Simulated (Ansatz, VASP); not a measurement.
One calculation of MgO, two programs

```xyz
2
Lattice="0.8349 2.6239 2.6239 2.6239 0.8349 2.6239 2.6239 2.6239 0.8349" Properties=species:S:1:pos:R:3 pbc="T T T"
Mg    0.0000    0.0000    0.0000
O     3.0413    3.0413    3.0413
```

Alike in both runs: task single point; functional r2SCAN; k mesh 10 × 10 × 10; occupations gaussian, width 0.05 eV; no spin polarisation.

```csv
,VASP,Ansatz
version,VASP 6.6.1,Ansatz 0.2.0
potentials or method,"VASP PAW PBE potentials, release 64 (Mg, O), cutoff 520 eV","scalar-relativistic, plane waves, PAW"
valence electrons in the cell,8,16
```

```tsv
	VASP	Ansatz	Ansatz less VASP
gap on the k mesh at the Fermi level (eV)	none	none	-
pressure (GPa)	11.3	11.9	+0.59
traceless stress, the component that is largest in VASP (GPa)	-65.37	-65.35	+0.021
```

VASP's potentials were made for PBE, not for r2SCAN. A gap of «none» marks a metal or a gap that the smearing closes. VASP's potentials hold 8 valence electrons a cell and Ansatz's 16, so a difference there can come from the potentials and not from the codes.
